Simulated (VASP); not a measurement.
# C in VASP: single point with r2SCAN

Aim: the single point of C with r2SCAN.

Program: VASP 6.6.1. These are calculated values, not measurements. Logs are shortened: lines on timing, memory, paths and dates and some standing lists are left out, and cuts for length are marked.

## Step 1: The cell of the first run

The cell holds a sheet with vacuum, 6 atoms: a = 2.461 Å, b = 2.461 Å, c = 24.708 Å, α = 90.00°, β = 90.00°, γ = 120.00°.

## Step 2: Single point, r2SCAN

POSCAR reads:

```
C
1.0
    2.4610000000      0.0000000000      0.0000000000
   -1.2305000000      2.1312885187      0.0000000000
    0.0000000000      0.0000000000     24.7080000000
C
6
Direct
    0.0000000000      0.0000000000      0.3642544925
    0.3333333333      0.6666666667      0.3642544925
    0.0000000000      0.0000000000      0.5000000000
    0.6666666667      0.3333333333      0.5000000000
    0.0000000000      0.0000000000      0.6357455075
    0.3333333333      0.6666666667      0.6357455075
```

INCAR.step1 reads:

```
PREC = Accurate ; ENCUT = 580
ISMEAR = 0 ; SIGMA = 0.02
LREAL = F ; LASPH = T
NELM = 120 ; LDIPOL = T
IDIPOL = 3 ; DIPOL = 0.5 0.5 0.500
NBANDS = 21 ; GGA = PE
ALGO = Normal ; EDIFF = 1E-5
LWAVE = T ; LCHARG = F
GGA_COMPAT = F ; NELMDL = -8
```

INCAR.step2 reads:

```
PREC = Accurate ; ENCUT = 580
EDIFF = 1E-6 ; ISMEAR = 0
SIGMA = 0.02 ; LREAL = F
LASPH = T ; NELM = 120
ALGO = Normal ; ISIF = 2
LWAVE = F ; LCHARG = F
LDIPOL = T ; IDIPOL = 3
DIPOL = 0.5 0.5 0.500 ; METAGGA = R2SCAN
LMIXTAU = T ; NBANDS = 21
ISTART = 1 ; GGA_COMPAT = F
```

KPOINTS reads:

```
regular mesh
0
Gamma
  24 24 1
```

Potentials or basis: VASP PAW PBE potentials, release 64 (C).

The run is started by

```bash
$ cat potpaw_PBE.64/C/POTCAR > POTCAR
$ cp INCAR.step1 INCAR
$ mpirun -np 1 vasp_std > vasp.out
$ cp INCAR.step2 INCAR
$ mpirun -np 1 vasp_std > vasp.out
```

OUTCAR:

```text
PREC = Accurate
   ENCUT = 580
   EDIFF = 1E-6
   ISMEAR = 0
   LREAL = F
   LASPH = T
   NELM = 120
   ISIF = 2
   METAGGA = R2SCAN
   ISTART = 1

 ion  position               nearest neighbor table
   1  0.000  0.000  0.364-   2 1.42   2 1.42   2 1.42
   2  0.333  0.667  0.364-   1 1.42   1 1.42   1 1.42
   3  0.000  0.000  0.500-   4 1.42   4 1.42   4 1.42
   4  0.667  0.333  0.500-   3 1.42   3 1.42   3 1.42
   5  0.000  0.000  0.636-   6 1.42   6 1.42   6 1.42
   6  0.333  0.667  0.636-   5 1.42   5 1.42   5 1.42

  LATTYP: Found a hexagonal cell.
 ALAT       =     2.4610000000
 C/A-ratio  =    10.0398212109

  Lattice vectors:

 A1 = (   2.4610000000,   0.0000000000,   0.0000000000)
 A2 = (  -1.2305000000,   2.1312885187,   0.0000000000)
 A3 = (   0.0000000000,   0.0000000000,  24.7080000000)

Analysis of symmetry for initial positions (statically):
=====================================================================
 Subroutine PRICEL returns:
 Original cell was already a primitive cell.

 Routine SETGRP: Setting up the symmetry group for a
 hexagonal supercell.

 Subroutine GETGRP returns: Found 12 space group operations
 (whereof 12 operations were pure point group operations)
 out of a pool of 24 trial point group operations.

The static configuration has the point symmetry D_3h.

Analysis of symmetry for dynamics (positions and initial velocities):
=====================================================================
 Subroutine PRICEL returns:
 Original cell was already a primitive cell.

 Routine SETGRP: Setting up the symmetry group for a
 hexagonal supercell.

 Subroutine GETGRP returns: Found 12 space group operations
 (whereof 12 operations were pure point group operations)
 out of a pool of 24 trial point group operations.

The dynamic configuration has the point symmetry D_3h.

 Subroutine INISYM returns: Found 12 space group operations
 (whereof 12 operations are pure point group operations),
 and found     1 'primitive' translations

----------------------------------------------------------------------------------------

                                     Primitive cell

  volume of cell :     129.5960

  direct lattice vectors                    reciprocal lattice vectors
     2.461000000  0.000000000  0.000000000     0.406338887  0.234599866  0.000000000
    -1.230500000  2.131288519  0.000000000     0.000000000  0.469199731  0.000000000
     0.000000000  0.000000000 24.708000000     0.000000000  0.000000000  0.040472721

  length of vectors
     2.461000000  2.461000000 24.708000000     0.469199731  0.469199731  0.040472721

  position of ions in fractional coordinates (direct lattice)
     0.000000000  0.000000000  0.364254493
     0.333333333  0.666666667  0.364254493
     0.000000000  0.000000000  0.500000000
     0.666666667  0.333333333  0.500000000
     0.000000000  0.000000000  0.635745507
     0.333333333  0.666666667  0.635745507

  ion indices of the primitive-cell ions
   primitive index   ion index
                 1           1
                 2           2
                 3           3
                 4           4
                 5           5
                 6           6

----------------------------------------------------------------------------------------

 KPOINTS: regular mesh

Automatic generation of k-mesh.
 Grid dimensions read from file:
 generate k-points for:   24   24    1

 Generating k-lattice:

  Cartesian coordinates                     Fractional coordinates (reciprocal lattice)
     0.016930787  0.009774994  0.000000000     0.041666667  0.000000000  0.000000000
     0.000000000  0.019549989  0.000000000     0.000000000  0.041666667  0.000000000
     0.000000000  0.000000000  0.040472721     0.000000000  0.000000000  1.000000000

  Length of vectors
     0.019549989  0.019549989  0.040472721

  Shift w.r.t. Gamma in fractional coordinates (k-lattice)
     0.000000000  0.000000000  0.000000000

 Subroutine IBZKPT returns following result:
 ===========================================

 Found     61 irreducible k-points:

 Following reciprocal coordinates:
            Coordinates               Weight
  0.000000  0.000000  0.000000      1.000000
  0.041667  0.000000  0.000000      6.000000
  0.083333  0.000000  0.000000      6.000000
  0.125000  0.000000  0.000000      6.000000
  0.166667  0.000000  0.000000      6.000000
  0.208333  0.000000  0.000000      6.000000
[... 16 lines left out ...]
  0.416667  0.041667  0.000000     12.000000
  0.458333  0.041667  0.000000     12.000000
 [... further k-points ...]
   k-points           NKPTS =     61   k-points in BZ     NKDIM =     61   number of bands    NBANDS=     21
   number of dos      NEDOS =    301   number of ions     NIONS =      6
   total plane-waves  NPLWV =  78400
   dimension x,y,z NGX =    20 NGY =   20 NGZ =  196
   dimension x,y,z NGXF=    40 NGYF=   40 NGZF=  392
   ions per type =               6
   NGX,Y,Z   is equivalent  to a cutoff of  13.51, 13.51, 13.19 a.u.
   NGXF,Y,Z  is equivalent  to a cutoff of  27.02, 27.02, 26.38 a.u.
 SYSTEM =  unknown system
   PREC   = accura    normal or accurate (medium, high low for compatibility)
   ISTART =      1    job   : 0-new  1-cont  2-samecut
   ICHARG =      0    charge: 1-file 2-atom 10-const
   ISPIN  =      1    spin polarized calculation?
   LNONCOLLINEAR =      F non collinear calculations
   LSORBIT =      F    spin-orbit coupling
   LASPH  =      T    aspherical Exc in radial PAW
   ENCUT  =  580.0 eV  42.63 Ry    6.53 a.u.   4.83  4.83 48.52*2*pi/ulx,y,z
   NELM   =    120;   NELMIN=  2; NELMDL=  0     # of ELM steps
   EDIFF  = 0.1E-05   stopping-criterion for ELM
   LREAL  =      F    real-space projection
   EDIFFG = 0.1E-04   stopping-criterion for IOM
   NSW    =      0    number of steps for IOM
   IBRION =     -1    ionic relax: 0-MD 1-quasi-New 2-CG
   NFREE  =      0    steps in history (QN), initial steepest desc. (CG)
   ISIF   =      2    stress and relaxation
   ISYM   =      2    0-nonsym 1-usesym 2-fastsym
   POTIM  = 0.5000    time-step for ionic-motion
   TEBEG  =    0.0;   TEEND  =   0.0 temperature during run
   PSTRESS=    0.0 pullay stress
   NELECT =      24.0000    total number of electrons
   NUPDOWN=      -1.0000    fix difference up-down
   EMIN   =  10.00;   EMAX   =-10.00  energy-range for DOS
   EFERMI =   0.00;   METHOD = LEGACY
   ISMEAR =     0;   SIGMA  =   0.02  broadening in eV -4-tet -1-fermi 0-gaus
   EFERMI_NEDOS =   21; number of points for ismear=-14 and -15
   IALGO  =     38    algorithm
   IMIX   =      4    mixing-type and parameters
     AMIX     =   0.40;   BMIX     =  1.00
     AMIX_MAG =   1.60;   BMIX_MAG =  1.00
  volume/ion in A,a.u.               =      21.60       145.76
  Fermi-wavevector in a.u.,A,eV,Ry     =   0.933143  1.763384 11.847347  0.870755
  Thomas-Fermi vector in A             =   2.059814
   LORBIT       =      0    0 simple, 1 ext, 2 COOP (PROOUT), +10 PAW based schemes
   METAGGA = R2SCAN    functional components
   LHFCALC =     F    Hartree Fock is set to
   AEXX    =    0.0000 exact exchange contribution
   IVDW    =     0    specifies the selected vdW correction
   LEPSILON=     F    determine dielectric tensor
   LRPA    =     F    only Hartree local field effects (RPA)
 non-spin polarized calculation
 Gauss-broadening in eV      SIGMA  =   0.02
  energy-cutoff  :      580.00
  volume of cell :      129.60
 maximum number of plane-waves:      4167
 NGX is ok and might be reduce to    20
   NGX =  9   NGY =  9   NGZ = 97

 number of electron      24.0000001 magnetization

 dipolmoment           0.000000      0.000000     -0.000000 electrons x Angstroem

 Free energy of the ion-electron system (eV)
  ---------------------------------------------------
  ext. energy  EPLUGINS =         0.00000000
  ---------------------------------------------------
  free energy    TOTEN  =       -59.60058958 eV

  energy without entropy =      -59.60045566  energy(sigma->0) =      -59.60052262

 E-fermi :  -0.6636     XC(G=0):  -4.7689

 val. band max:       -0.6714301714   @ k =   0.3333   0.3333   0.0000
 cond. band min:      -0.6579410894   @ k =   0.3333   0.3333   0.0000
 fundamental gap:      0.0134890820
 Fermi energy:        -0.6636496048

 k-point     1 :       0.0000    0.0000    0.0000
  band No.  band energies     occupation
      1     -21.5516      2.00000
      2     -21.4570      2.00000
      3     -21.3398      2.00000
      4      -9.4144      2.00000
      5      -8.7540      2.00000
      6      -7.9946      2.00000
[... 13 lines left out ...]
     20       8.0191      0.00000
     21       8.0296      0.00000

 k-point     2 :       0.0417    0.0000    0.0000
  band No.  band energies     occupation
      1     -21.5078      2.00000
      2     -21.4135      2.00000
      3     -21.2966      2.00000
      4      -9.3617      2.00000
      5      -8.7021      2.00000
      6      -7.9439      2.00000
[... 13 lines left out ...]
     20       8.0434      0.00000
     21       8.0595      0.00000

 k-point     3 :       0.0833    0.0000    0.0000
  band No.  band energies     occupation
      1     -21.3767      2.00000
      2     -21.2831      2.00000
      3     -21.1670      2.00000
      4      -9.2037      2.00000
      5      -8.5469      2.00000
      6      -7.7923      2.00000
[... 13 lines left out ...]
     20       8.0869      0.00000
     21       8.1586      0.00000

 k-point     4 :       0.1250    0.0000    0.0000
  band No.  band energies     occupation
      1     -21.1585      2.00000
      2     -21.0661      2.00000
      3     -20.9513      2.00000
      4      -8.9415      2.00000
      5      -8.2893      2.00000
      6      -7.5409      2.00000
[... 13 lines left out ...]
     20       8.0868      0.00000
     21       8.1723      0.00000

 k-point     5 :       0.1667    0.0000    0.0000
  band No.  band energies     occupation
      1     -20.8539      2.00000
      2     -20.7632      2.00000
      3     -20.6501      2.00000
      4      -8.5764      2.00000
      5      -7.9310      2.00000
      6      -7.1919      2.00000
[... 13 lines left out ...]
     20       8.0122      0.00000
     21       8.1634      0.00000
[... 382 lines left out ...]
     20       7.6784      0.00000
     21       8.1344      0.00000

 k-point    22 :       0.3750    0.0417    0.0000
  band No.  band energies     occupation
      1     -17.6781      2.00000
      2     -17.6055      2.00000
      3     -17.5118      2.00000
      4     -12.6492      2.00000
      5     -12.6027      2.00000
      6     -12.5360      2.00000
[... 13 lines left out ...]
     20       8.5653      0.00000
     21       9.1341      0.00000

 k-point    23 :       0.4167    0.0417    0.0000
  band No.  band energies     occupation
      1     -16.8849      2.00000
      2     -16.8189      2.00000
      3     -16.7322      2.00000
      4     -13.6933      2.00000
      5     -13.6444      2.00000
      6     -13.5748      2.00000
[... 13 lines left out ...]
     20       9.6651      0.00000
     21      10.2512      0.00000

 k-point    24 :       0.4583    0.0417    0.0000
  band No.  band energies     occupation
      1     -16.1368      2.00000
      2     -16.0879      2.00000
      3     -16.0210      2.00000
      4     -14.5410      2.00000
      5     -14.5044      2.00000
      6     -14.4446      2.00000
[... 13 lines left out ...]
     20      10.8600      0.00000
     21      11.4603      0.00000

 [... further k-points ...]

------------------------ aborting loop because EDIFF is reached ----------------------------------------

 vacuum level on the upper side and lower side of the slab       (xc-potential included)         0.015         0.015

  FORCE on cell =-STRESS in cart. coord.  units (eV):
  Direction    XX          YY          ZZ          XY          YZ          ZX
  --------------------------------------------------------------------------------------
  -------------------------------------------------------------------------------------
  Total       -0.7117231     -0.7117231      0.2232017      0.0000000     -0.0000000      0.0000000
  in kB       -8.7989371     -8.7989371      2.7594127      0.0000000     -0.0000000      0.0000000
  external PRESSURE =      -4.9461538 kB  Pullay stress =       0.0000000 kB

 VOLUME and BASIS-vectors are now :
 -----------------------------------------------------------------------------
  energy-cutoff  :      580.00
  volume of cell :      129.60
      direct lattice vectors                 reciprocal lattice vectors
     2.461000000  0.000000000  0.000000000     0.406338887  0.234599866  0.000000000
    -1.230500000  2.131288519  0.000000000     0.000000000  0.469199731  0.000000000
     0.000000000  0.000000000 24.708000000     0.000000000  0.000000000  0.040472721

 POSITION                                       TOTAL-FORCE (eV/Angst)
 -----------------------------------------------------------------------------------
      0.00000      0.00000      9.00000        -0.000000     -0.000000     -0.022164
     -0.00000      1.42086      9.00000         0.000000      0.000000     -0.028792
      0.00000      0.00000     12.35400        -0.000000      0.000000     -0.000000
      1.23050      0.71043     12.35400        -0.000000      0.000000     -0.000000
      0.00000      0.00000     15.70800        -0.000000     -0.000000      0.022164
     -0.00000      1.42086     15.70800         0.000000     -0.000000      0.028792
 -----------------------------------------------------------------------------------
    total drift:                                0.000001     -0.000001     -0.000000

  FREE ENERGIE OF THE ION-ELECTRON SYSTEM (eV)
  ---------------------------------------------------
  free  energy   TOTEN  =       -59.6005895825 eV

  energy  without entropy=      -59.6004556610  energy(sigma->0) =      -59.60052262

 vacuum level on the upper side and lower side of the slab         3.682         3.682
```

It took 23 min on 1 thread of Oxide Virtual Turin-like, shared host; peak memory 0.33 GiB.

Results:

| Property | Result |
| --- | --- |
| Free energy | -59.6006 eV |
| Largest force | 0.029 eV/Å |

Forces on the atoms (eV/Å):
```
C    0.000  0.000 -0.022
C    0.000  0.000 -0.029
C    0.000  0.000  0.000
C    0.000  0.000  0.000
C    0.000  0.000  0.022
C    0.000  0.000  0.029
```

Caveat: the PAW data sets were made with another functional, which shifts forces and pressure a little.
